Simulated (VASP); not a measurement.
# Au (P-1) in VASP: further runs, part 2 of 2

VASP 6.6.1. The steps go on from the part before.

## 4. Single point, PBEsol

This run uses another cell than the first one, of 20.72 Å³/atom, 1.039 times its volume.

Contents of INCAR:

```
SYSTEM = Au
PREC = Accurate ; ENCUT = 520
EDIFF = 1E-7 ; ISMEAR = -1
SIGMA = 0.05 ; LREAL = .False.
LASPH = .True. ; NELM = 60
ALGO = Fast ; ISIF = 2
LWAVE = .False. ; LCHARG = .False.
GGA = PS ; NBANDS = 18
```

Contents of KPOINTS:

```
regular mesh
0
Gamma
  10 10 6
  0 0 0
```

Contents of POSCAR:

```
Au
1.0
    2.8707087448      0.0000000000      0.0000000000
   -0.0132094378      2.8754912702      0.0000000000
   -1.1602089120     -1.2086602150      5.0205878461
Au
2
Direct
    0.6728620000      0.6659620000      0.2740550000
    0.3271380000      0.3340380000      0.7259450000
```

Potentials or basis: VASP PAW PBE potentials, release 64 (Au).

Run with:

```bash
$ cat potpaw_PBE.64/Au/POTCAR > POTCAR
$ mpirun -np 1 vasp_std > vasp.out
```

OUTCAR:

```text
SYSTEM = Au
   PREC = Accurate
   ENCUT = 520
   EDIFF = 1E-7
   ISMEAR = -1
   LREAL = .False.
   LASPH = .True.
   NELM = 60
   ISIF = 2
   GGA = PS

 ion  position               nearest neighbor table
   1  0.673  0.666  0.274-   2 2.79   2 2.97   2 3.04   2 3.06   2 3.11
   2  0.327  0.334  0.726-   1 2.79   1 2.97   1 3.04   1 3.06   1 3.11

  LATTYP: Found a triclinic cell.
 ALAT       =     2.8707087448
 B/A-ratio  =     1.4186468224
 C/A-ratio  =     2.8424930260
 COS(alpha) =     0.0022337933
 COS(beta)  =     0.5581870929
 COS(gamma) =     0.7081406305

  Lattice vectors:

 A1 = (  -2.8707087448,   0.0000000000,   0.0000000000)
 A2 = (  -2.8839181826,   2.8754912702,   0.0000000000)
 A3 = (  -4.5547897020,  -4.5423223254,  -5.0205878461)

Analysis of symmetry for initial positions (statically):
=====================================================================
 Subroutine PRICEL returns:
 Original cell was already a primitive cell.

 Routine SETGRP: Setting up the symmetry group for a
 triclinic supercell.

[... 163 lines left out ...]
  free energy    TOTEN  =        -7.34273374 eV

  energy without entropy =       -7.33905572  energy(sigma->0) =       -7.34089473

 E-fermi :   6.2014     XC(G=0): -11.6741

 val. band max:        6.1909983222   @ k =   0.3000   0.4000   0.0000
 cond. band min:       6.2276901757   @ k =  -0.4000   0.3000   0.3333
 fundamental gap:      0.0366918535
 Fermi energy:         6.2014295136

 k-point     1 :       0.0000    0.0000    0.0000
  band No.  band energies     occupation
      1      -1.7952      2.00000
      2       0.6099      2.00000
      3       0.9156      2.00000
      4       1.3883      2.00000
      5       1.8982      2.00000
      6       3.4986      2.00000
[... 481 lines left out ...]
      5       2.3549      2.00000
      6       2.7661      2.00000
[... 10 lines left out ...]
     17      18.3333      0.00000
     18      22.8686      0.00000

 [... further k-points ...]

------------------------ aborting loop because EDIFF is reached ----------------------------------------

  FORCE on cell =-STRESS in cart. coord.  units (eV):
  Direction    XX          YY          ZZ          XY          YZ          ZX
  --------------------------------------------------------------------------------------
  -------------------------------------------------------------------------------------
  Total       -3.4896879     -3.5239112     -3.0820999      0.0416986      0.0151523      0.0245984
  in kB     -134.9091515   -136.2322031   -119.1520548      1.6120418      0.5857781      0.9509596
  external PRESSURE =    -130.0978031 kB  Pullay stress =       0.0000000 kB

 VOLUME and BASIS-vectors are now :
 -----------------------------------------------------------------------------
  energy-cutoff  :      520.00
  volume of cell :       41.44
      direct lattice vectors                 reciprocal lattice vectors
     2.870708745  0.000000000  0.000000000     0.348346032  0.001600233  0.080884614
    -0.013209438  2.875491270  0.000000000     0.000000000  0.347766662  0.083721616
    -1.160208912 -1.208660215  5.020587846     0.000000000  0.000000000  0.199179863

 POSITION                                       TOTAL-FORCE (eV/Angst)
 -----------------------------------------------------------------------------------
      1.60483      1.58373      1.37592         0.010126      0.007552      0.178876
      0.09246      0.08310      3.64467        -0.010126     -0.007552     -0.178876
 -----------------------------------------------------------------------------------
    total drift:                                0.000000     -0.000000      0.000000

  FREE ENERGIE OF THE ION-ELECTRON SYSTEM (eV)
  ---------------------------------------------------
  free  energy   TOTEN  =        -7.3427337383 eV

  energy  without entropy=       -7.3390557211  energy(sigma->0) =       -7.34089473
```

OSZICAR:

```text
N       E                     dE             d eps       ncg     rms          rms(c)
DAV:   1     0.118720860241E+03    0.11872E+03   -0.11444E+04 10960   0.116E+03
DAV:   2    -0.587569470436E+01   -0.12460E+03   -0.11840E+03 11598   0.248E+02
DAV:   3    -0.799335173913E+01   -0.21177E+01   -0.21049E+01 13020   0.325E+01
DAV:   4    -0.800384064978E+01   -0.10489E-01   -0.10487E-01 12288   0.239E+00
DAV:   5    -0.800395809016E+01   -0.11744E-03   -0.11744E-03 12418   0.274E-01    0.867E+00
RMM:   6    -0.736819085767E+01    0.63577E+00   -0.13032E+00 10946   0.826E+00    0.581E+00
RMM:   7    -0.734714262586E+01    0.21048E-01   -0.78883E-02 11399   0.215E+00    0.336E+00
RMM:   8    -0.734292713052E+01    0.42155E-02   -0.74143E-03 11750   0.683E-01    0.494E-01
RMM:   9    -0.734271983428E+01    0.20730E-03   -0.13091E-03 12102   0.264E-01    0.892E-02
RMM:  10    -0.734273337649E+01   -0.13542E-04   -0.16956E-04 12240   0.854E-02    0.542E-02
RMM:  11    -0.734273276702E+01    0.60946E-06   -0.25148E-05 12199   0.354E-02    0.138E-02
RMM:  12    -0.734273374230E+01   -0.97528E-06   -0.56704E-06 12240   0.144E-02    0.529E-03
RMM:  13    -0.734273379110E+01   -0.48802E-07   -0.12967E-06 11472   0.692E-03    0.362E-03
RMM:  14    -0.734273373833E+01    0.52770E-07   -0.31253E-07  8989   0.327E-03
   1 F= -.73427337E+01 E0= -.73408947E+01  d E =-.367802E-02
```

stdout:

```text
POSCAR found type information on POSCAR Au
 POSCAR found :  1 types and       2 ions
 scaLAPACK will be used
 -----------------------------------------------------------------------------
|                                                                             |
|                                                                             |
|     You enforced a specific xc type in the INCAR file but a different       |
|     I HOPE YOU KNOW WHAT YOU ARE DOING!                                     |
|                                                                             |
 -----------------------------------------------------------------------------

 LDA part: xc-table for (Slater+PW92), standard interpolation
 POSCAR, INCAR and KPOINTS ok, starting setup
 FFT: planning ... GRIDC
 FFT: planning ... GRID_SOFT
 FFT: planning ... GRID
 WAVECAR not read
 entering main loop
```

It took 1.9 min on 1 thread of AMD EPYC 9R45 (Zen 5), shared host; peak memory 0.27 GiB.

What came out:

| Quantity | Value |
| --- | --- |
| Free energy | -7.3427 eV |
| Pressure | -13.0 GPa |
| Largest force | 0.179 eV/Å |
| Band gap on the k mesh | zero (band 11 reaches 9.55 eV, above the bottom of band 12 at 4.60 eV) |

Forces in eV/Å, atoms in the order of the input:
```
Au   0.010  0.008  0.179
Au  -0.010 -0.008 -0.179
```

Caveat: the PAW data sets were made with another functional, which shifts forces and pressure a little; spin-orbit coupling is left out, which moves the levels of the heavy elements.

## 5. Single point, r2SCAN

This run uses another cell than the first one, of 20.33 Å³/atom, 1.020 times its volume.

Contents of POSCAR:

```
Au
1.0
    2.8525392154      0.0000000000      0.0000000000
   -0.0131258315      2.8572914708      0.0000000000
   -1.1528656209     -1.2010102618      4.9888111224
Au
2
Direct
    0.6728620000      0.6659620000      0.2740550000
    0.3271380000      0.3340380000      0.7259450000
```

Contents of INCAR.step1:

```
PREC = Accurate
ENCUT = 520
ISMEAR = -1
SIGMA = 0.05
LREAL = F
LASPH = T
NELM = 60
NBANDS = 18
GGA = PE
ALGO = Normal
EDIFF = 1E-4
LWAVE = T
LCHARG = F
```

Contents of INCAR.step2:

```
PREC = Accurate
ENCUT = 520
EDIFF = 1E-7
ISMEAR = -1
SIGMA = 0.05
LREAL = F
LASPH = T
NELM = 60
ALGO = Normal
ISIF = 2
LWAVE = F
LCHARG = T
METAGGA = R2SCAN
LMIXTAU = T
LELF = T
LVHAR = T
NBANDS = 18
ISTART = 1
```

Contents of KPOINTS:

```
regular mesh
0
Gamma
  10 10 6
```

Potentials or basis: VASP PAW PBE potentials, release 64 (Au).

Run with:

```bash
$ cat potpaw_PBE.64/Au/POTCAR > POTCAR
$ cp INCAR.step1 INCAR
$ mpirun -np 1 vasp_std > vasp.out
$ cp INCAR.step2 INCAR
$ mpirun -np 1 vasp_std > vasp.out
```

OUTCAR:

```text
PREC = Accurate
   ENCUT = 520
   EDIFF = 1E-7
   ISMEAR = -1
   LREAL = F
   LASPH = T
   NELM = 60
   ISIF = 2
   METAGGA = R2SCAN
   ISTART = 1

 ion  position               nearest neighbor table
   1  0.673  0.666  0.274-   2 2.77   2 2.96   2 3.02   2 3.04   2 3.09
   2  0.327  0.334  0.726-   1 2.77   1 2.96   1 3.02   1 3.04   1 3.09

  LATTYP: Found a triclinic cell.
 ALAT       =     2.8525392154
 B/A-ratio  =     1.4186468224
 C/A-ratio  =     2.8424930260
 COS(alpha) =     0.0022337933
 COS(beta)  =     0.5581870929
 COS(gamma) =     0.7081406305

  Lattice vectors:

 A1 = (  -2.8525392154,   0.0000000000,   0.0000000000)
 A2 = (  -2.8656650469,   2.8572914708,   0.0000000000)
 A3 = (  -4.5259611469,  -4.5135726798,  -4.9888111224)

Analysis of symmetry for initial positions (statically):
=====================================================================
 Subroutine PRICEL returns:
 Original cell was already a primitive cell.

 Routine SETGRP: Setting up the symmetry group for a
 triclinic supercell.

 Subroutine GETGRP returns: Found  2 space group operations
 (whereof  2 operations were pure point group operations)
 out of a pool of  2 trial point group operations.

The static configuration has the point symmetry S_2 .

Analysis of symmetry for dynamics (positions and initial velocities):
=====================================================================
 Subroutine PRICEL returns:
 Original cell was already a primitive cell.

 Routine SETGRP: Setting up the symmetry group for a
 triclinic supercell.

 Subroutine GETGRP returns: Found  2 space group operations
 (whereof  2 operations were pure point group operations)
 out of a pool of  2 trial point group operations.

The dynamic configuration has the point symmetry S_2 .
[... 111 lines left out ...]
   NUPDOWN=      -1.0000    fix difference up-down
   EMIN   =  10.00;   EMAX   =-10.00  energy-range for DOS
   EFERMI =   0.00;   METHOD = LEGACY
   ISMEAR =    -1;   SIGMA  =   0.05  broadening in eV -4-tet -1-fermi 0-gaus
   EFERMI_NEDOS =   21; number of points for ismear=-14 and -15
   IALGO  =     38    algorithm
   IMIX   =      4    mixing-type and parameters
     AMIX     =   0.40;   BMIX     =  1.00
     AMIX_MAG =   1.60;   BMIX_MAG =  1.00
  volume/ion in A,a.u.               =      20.33       137.20
  Fermi-wavevector in a.u.,A,eV,Ry     =   1.333996  2.520888 24.212198  1.779546
  Thomas-Fermi vector in A             =   2.462812
   LORBIT       =      0    0 simple, 1 ext, 2 COOP (PROOUT), +10 PAW based schemes
   METAGGA = R2SCAN    functional components
   LHFCALC =     F    Hartree Fock is set to
   AEXX    =    0.0000 exact exchange contribution
   IVDW    =     0    specifies the selected vdW correction
   LEPSILON=     F    determine dielectric tensor
   LRPA    =     F    only Hartree local field effects (RPA)
 non-spin polarized calculation
  energy-cutoff  :      520.00
  volume of cell :       40.66
 maximum number of plane-waves:      1110
 NGX is ok and might be reduce to    24
   NGX = 11   NGY = 11   NGZ = 19

 number of electron      22.0000001 magnetization

 Free energy of the ion-electron system (eV)
  ---------------------------------------------------
  ext. energy  EPLUGINS =         0.00000000
  ---------------------------------------------------
  free energy    TOTEN  =      -100.92089380 eV

  energy without entropy =     -100.91766968  energy(sigma->0) =     -100.91928174

 E-fermi :   6.5593     XC(G=0): -12.3428

 val. band max:        6.5513784699   @ k =  -0.1000  -0.0000   0.1667
 cond. band min:       6.5601615888   @ k =  -0.1000   0.2000   0.1667
 fundamental gap:      0.0087831189
 Fermi energy:         6.5592974488

 k-point     1 :       0.0000    0.0000    0.0000
  band No.  band energies     occupation
      1      -1.7679      2.00000
      2       0.5732      2.00000
      3       0.8188      2.00000
      4       1.3137      2.00000
      5       1.8497      2.00000
      6       3.5209      2.00000
[... 481 lines left out ...]
      5       2.3461      2.00000
      6       2.7835      2.00000
[... 10 lines left out ...]
     17      19.3415      0.00000
     18      24.1301      0.00000

 [... further k-points ...]

------------------------ aborting loop because EDIFF is reached ----------------------------------------

  FORCE on cell =-STRESS in cart. coord.  units (eV):
  Direction    XX          YY          ZZ          XY          YZ          ZX
  --------------------------------------------------------------------------------------
  -------------------------------------------------------------------------------------
  Total       -2.1304992     -2.1762478     -1.5993804      0.0389517      0.0488756      0.0631854
  in kB      -83.9476842    -85.7503103    -63.0201044      1.5348058      1.9258363      2.4896847
  external PRESSURE =     -77.5726996 kB  Pullay stress =       0.0000000 kB

 VOLUME and BASIS-vectors are now :
 -----------------------------------------------------------------------------
  energy-cutoff  :      520.00
  volume of cell :       40.66
      direct lattice vectors                 reciprocal lattice vectors
     2.852539215  0.000000000  0.000000000     0.350564856  0.001610426  0.081399816
    -0.013125832  2.857291471  0.000000000     0.000000000  0.349981796  0.084254889
    -1.152865621 -1.201010262  4.988811122     0.000000000  0.000000000  0.200448559

 POSITION                                       TOTAL-FORCE (eV/Angst)
 -----------------------------------------------------------------------------------
      1.59468      1.57370      1.36721         0.018104      0.014744      0.067679
      0.09187      0.08258      3.62160        -0.018104     -0.014744     -0.067679
 -----------------------------------------------------------------------------------
    total drift:                                0.000000     -0.000000      0.000000

  FREE ENERGIE OF THE ION-ELECTRON SYSTEM (eV)
  ---------------------------------------------------
  free  energy   TOTEN  =      -100.9208937971 eV

  energy  without entropy=     -100.9176696838  energy(sigma->0) =     -100.91928174
```

OUTCAR.step1:

```text
PREC = Accurate
   ENCUT = 520
   ISMEAR = -1
   LREAL = F
   LASPH = T
   NELM = 60
[... 728 lines left out ...]
 -----------------------------------------------------------------------------------
      1.59468      1.57370      1.36721         0.020697      0.017816      0.083135
      0.09187      0.08258      3.62160        -0.020697     -0.017816     -0.083135
 -----------------------------------------------------------------------------------
    total drift:                                0.000000     -0.000000      0.000000

  FREE ENERGIE OF THE ION-ELECTRON SYSTEM (eV)
  ---------------------------------------------------
  free  energy   TOTEN  =        -6.2020364396 eV

  energy  without entropy=       -6.1983995687  energy(sigma->0) =       -6.20021800
```

OSZICAR.step1:

```text
N       E                     dE             d eps       ncg     rms          rms(c)
DAV:   1     0.120931628703E+03    0.12093E+03   -0.11468E+04 10968   0.116E+03
DAV:   2    -0.459927324939E+01   -0.12553E+03   -0.11916E+03 11586   0.250E+02
DAV:   3    -0.671319169436E+01   -0.21139E+01   -0.21005E+01 12922   0.327E+01
DAV:   4    -0.672404952925E+01   -0.10858E-01   -0.10856E-01 12270   0.245E+00
DAV:   5    -0.672417361059E+01   -0.12408E-03   -0.12408E-03 12440   0.282E-01    0.890E+00
DAV:   6    -0.622628096406E+01    0.49789E+00   -0.11627E+00 11614   0.919E+00    0.613E+00
DAV:   7    -0.620516751288E+01    0.21113E-01   -0.54378E-02 12510   0.195E+00    0.327E+00
DAV:   8    -0.620205263167E+01    0.31149E-02   -0.27525E-03 11666   0.373E-01    0.235E-01
DAV:   9    -0.620203643962E+01    0.16192E-04   -0.55977E-05  7964   0.509E-02
   1 F= -.62020364E+01 E0= -.62002180E+01  d E =-.363687E-02
```

Wall time 5.8 min (1 thread of Intel Xeon 6975P-C, shared host); peak memory 0.31 GiB.

Results:

| Item | Value |
| --- | --- |
| Free energy | -100.9209 eV |
| Pressure | -7.8 GPa |
| Largest force | 0.072 eV/Å |
| Band gap on the k mesh | zero (band 11 reaches 10.13 eV, above the bottom of band 12 at 4.68 eV) |

Forces on the atoms (eV/Å):
```
Au   0.018  0.015  0.068
Au  -0.018 -0.015 -0.068
```

Levels at points of the mesh, in eV from the Fermi level:
| k point | band 9 | band 10 | band 11 | band 12 | band 13 | band 14 |
| --- | --- | --- | --- | --- | --- | --- |
| (0.00, 0.00, 0.00) | -2.45 | -2.25 | -1.89 | 0.31 | 2.55 | 14.32 |
| (0.50, 0.00, 0.00) | -2.51 | -2.04 | 0.43 | 1.03 | 2.99 | 5.49 |
| (0.00, 0.50, 0.00) | -2.48 | -2.08 | 0.38 | 1.03 | 2.85 | 5.44 |
| (0.50, 0.50, 0.00) | -1.06 | -1.04 | 2.95 | 4.74 | 5.88 | 6.78 |
| (0.00, 0.00, 0.50) | -2.20 | -1.98 | -1.86 | -1.82 | 9.51 | 11.67 |
| (0.50, 0.00, 0.50) | -2.23 | -2.00 | 0.08 | 1.40 | 1.70 | 4.82 |
| (0.00, 0.50, 0.50) | -2.22 | -2.07 | 0.10 | 1.35 | 1.76 | 4.86 |
| (0.50, 0.50, 0.50) | -1.06 | -1.03 | 3.25 | 5.34 | 5.46 | 6.75 |

Caveat: the PAW data sets were made with another functional, which shifts forces and pressure a little; spin-orbit coupling is left out, which moves the levels of the heavy elements.

## 6. The runs side by side

```csv
level,cell,gap on the mesh (eV),pressure (GPa),largest force (eV/Å)
PBEsol,"a = 2.834, b = 2.839, c = 5.225 Å, angles 103.1, 102.7, 90.3°, 2 atoms",none,-10.0,0.15
PBEsol,"a = 2.853, b = 2.857, c = 5.259 Å, angles 103.1, 102.7, 90.3°, 2 atoms",none,-11.6,0.16
PBEsol,"a = 2.871, b = 2.876, c = 5.293 Å, angles 103.1, 102.7, 90.3°, 2 atoms",none,-13.0,0.18
r2SCAN,"a = 2.853, b = 2.857, c = 5.259 Å, angles 103.1, 102.7, 90.3°, 2 atoms",none,-7.8,0.07
```

Alike in all rows: task single point; potentials or basis VASP PAW PBE potentials, release 64 (Au); no spin polarisation; k mesh 10 × 10 × 6; cutoff (eV) 520; smearing fermi-dirac 0.05 eV.

Caveats: the PAW data sets were made with another functional, which shifts forces and pressure a little; spin-orbit coupling is left out, which moves the levels of the heavy elements.

Absolute energies hang on the potentials; compare differences alone.
